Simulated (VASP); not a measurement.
A run of VASP 6.6.1 is set up as follows.

INCAR

```
PREC = Accurate ; ENCUT = 520
EDIFF = 1E-6 ; ISMEAR = -1
SIGMA = 0.05 ; LREAL = False
LASPH = True ; NELM = 150
ALGO = Normal ; ISIF = 2
LWAVE = False ; LCHARG = False
ISPIN = 2 ; MAGMOM = 1 0
LORBIT = 11 ; LMAXMIX = 4
GGA = PE ; ALDAC = 0.0
AGGAC = 0.0 ; NBANDS = 19
```

Contents of KPOINTS:

```
regular mesh
0
Gamma
  11 11 11
```

Contents of POSCAR:

```
NiO
1.0
    0.0000000000      2.2140755773      2.2140755773
    2.2140755773      0.0000000000      2.2140755773
    2.2140755773      2.2140755773      0.0000000000
Ni O
1 1
Direct
    0.0000000000      0.0000000000      0.0000000000
    0.5000000000      0.5000000000      0.5000000000
```

Potentials or basis: VASP PAW PBE potentials, release 64 (Ni, O).

Launch:

```sh
$ cat potpaw_PBE.64/Ni/POTCAR potpaw_PBE.64/O/POTCAR > POTCAR
$ mpirun -np 1 vasp_std > vasp.out
```

Question: Estimate the net moment.

Answer: 1.99 μB per cell.

Question: Estimate the pressure.

Answer: -0.1 GPa.

Question: Predict the site moments.

Answer: Ni +1.61; O +0.33 μB.

Caveat: a cell with one magnetic atom can't hold antiferromagnetic order, which such compounds often take.
